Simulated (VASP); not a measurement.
Ta8HN8 (a cell with a defect): single point with PBE

System: Ta8HN8 (a cell with a defect).

```
Ta N H
1.0
     0.00000    0.00000   -5.79554
     5.90037    0.00000    0.00000
    -2.95018   -5.10987    0.00000
Ta N H
8 8 1
Direct
  0.24998 0.83334 0.16666
  0.74998 0.83333 0.16667
  0.25001 0.33839 0.17678
  0.75000 0.33290 0.16579
  0.25001 0.82322 0.66161
  0.75000 0.83421 0.66710
  0.25000 0.33839 0.66161
  0.75000 0.33290 0.66711
  0.50248 0.50388 0.00194
  0.99747 0.50391 0.00196
  0.50249 0.99806 0.00194
  0.99748 0.99804 0.00196
  0.49877 0.50000 0.50000
  0.00126 0.50000 0.50000
  0.50248 0.99806 0.49612
  0.99747 0.99804 0.49608
  0.24954 0.16667 0.83334
```

```json
{
  "Program": "VASP 6.6.1",
  "Task": "single point",
  "Functional": "PBE",
  "Potentials or basis": "VASP PAW PBE potentials, release 64 (Ta_pv, N, H)",
  "Cutoff": "520 eV",
  "k mesh": "4 × 5 × 5, shifted",
  "Occupations": "gaussian, width 0.1 eV",
  "Spin": "no spin polarisation",
  "Dipole correction": "no",
  "Further INCAR settings": "LREAL = Auto; ALGO = Normal; EDIFF = 1e-06; NBANDS = 78"
}
```

* Pressure: 5.8 GPa
* Largest force: 0.012 eV/Å
* Band gap on the k mesh: zero (an odd number of electrons rules out a gap without spin polarisation)

Forces in eV/Å, atoms in the order of the input:
```
Ta   0.000  0.000  0.000
Ta   0.000  0.000  0.000
Ta   0.000 -0.012  0.001
Ta   0.000 -0.001  0.001
Ta  -0.011  0.006  0.001
Ta  -0.001  0.000  0.001
Ta   0.011  0.006  0.000
Ta   0.001  0.000  0.000
N   -0.002  0.001  0.001
N   -0.001  0.001 -0.001
N    0.001  0.001  0.002
N    0.002  0.001 -0.001
N    0.000  0.000 -0.009
N    0.000  0.000  0.010
N    0.000 -0.002  0.001
N    0.000 -0.002 -0.001
H    0.000  0.000 -0.003
```

Stress tensor (GPa, compression positive):
```
7.96 0.00 0.00
0.00 7.96 0.00
0.00 0.00 1.53
```

Levels at points of the mesh, in eV from the Fermi level:
| k point | band 62 | band 63 | band 64 | band 65 | band 66 | band 67 | band 68 | band 69 |
| --- | --- | --- | --- | --- | --- | --- | --- | --- |
| (0.12, 0.00, 0.00) | -1.30 | -1.30 | -1.01 | -1.01 | 0.70 | 1.33 | 1.97 | 1.97 |

It took 48 min on 1 thread of Intel Xeon 8259CL, with other jobs on the host, peak memory 0.49 GiB.

Caveat: spin-orbit coupling is left out, which moves the levels of the heavy elements.
